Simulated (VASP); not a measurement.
The system is MgO.

```xyz
2
Lattice="2.9380 0.0000 0.0000 -1.4690 2.5444 0.0000 0.0000 0.0000 2.6797" Properties=species:S:1:pos:R:3 pbc="T T T"
Mg    0.0000    0.0000    0.0000
O     0.0000    1.6963    1.3398
```

Base run:

| Item | Value |
| --- | --- |
| Program | VASP 6.6.1 |
| Functional | PBEsol |
| Potentials or basis | VASP PAW PBE potentials, release 64 (Mg, O) |
| Cutoff | 600 eV |
| k mesh | 6 × 6 × 6 |
| Occupations | gaussian, width 0.1 eV |
| Spin | no spin polarisation |
| Hubbard terms | O p U = 3.9 eV |

Its results: band gap on the k mesh 3.10 eV (least direct gap 3.50 eV); pressure -6.2 GPa.

Problem. The run is repeated on the same cell with these changes: functional from PBEsol to PBE; hubbard terms from O p U = 3.9 eV to O p U = 5.9 eV. What comes out?

Solution. Band gap on the k mesh 3.29 eV (least direct gap 3.68 eV); pressure -3.7 GPa.

Several settings changed at once.

Caveats: the cell stands under tension; the PAW data sets were made with another functional, which shifts forces and pressure a little (at least some runs).

A k mesh can miss the band edges.
